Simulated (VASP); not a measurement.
A run of VASP 6.6.1 is set up as follows.

File INCAR:

```
PREC = Accurate
ENCUT = 520
EDIFF = 1E-8
ISMEAR = -1
SIGMA = 0.05
LREAL = False
LASPH = True
NELM = 80
ALGO = Normal
ISIF = 2
LWAVE = False
LCHARG = False
GGA = PS
LEFG = True
NBANDS = 25
```

The input KPOINTS:

```
Automatic mesh
0
Gamma
  8 8 9
```

POSCAR

```
Hg
1.0
    4.5400020208      0.0000000000      0.0000000000
   -2.2700010104      3.9317570832      0.0000000000
    0.0000000000      0.0000000000      3.8313000000
Hg
3
Direct
    0.3333333333      0.6666666667      0.5000000000
    0.0000000000      0.0000000000      0.0000000000
    0.6666666667      0.3333333333      0.5000000000
```

Potentials or basis: VASP PAW PBE potentials, release 64 (Hg).

Launch:

```sh
$ cat potpaw_PBE.64/Hg/POTCAR > POTCAR
$ mpirun -np 1 vasp_std > vasp.out
```

Problem. What does it give for the band gap on the k mesh?

Solution. Zero (bands 18 and 19 overlap by 5.12 eV).

Problem. What does it give for the pressure?

Solution. 9.0 GPa.

Stress tensor (GPa, compression positive):
```
13.48  0.00  0.00
 0.00 13.48  0.00
 0.00  0.00  0.17
```

Caveat: the cell differs from its parent crystal (zz strain of -1 %); the cell stands under pressure; without QUAD_EFG the Cq values of the log hold for a quadrupole moment of 1 mb, not for the nuclei; the PAW data sets were made with another functional, which shifts forces and pressure a little; spin-orbit coupling is left out, which moves the levels of the heavy elements.
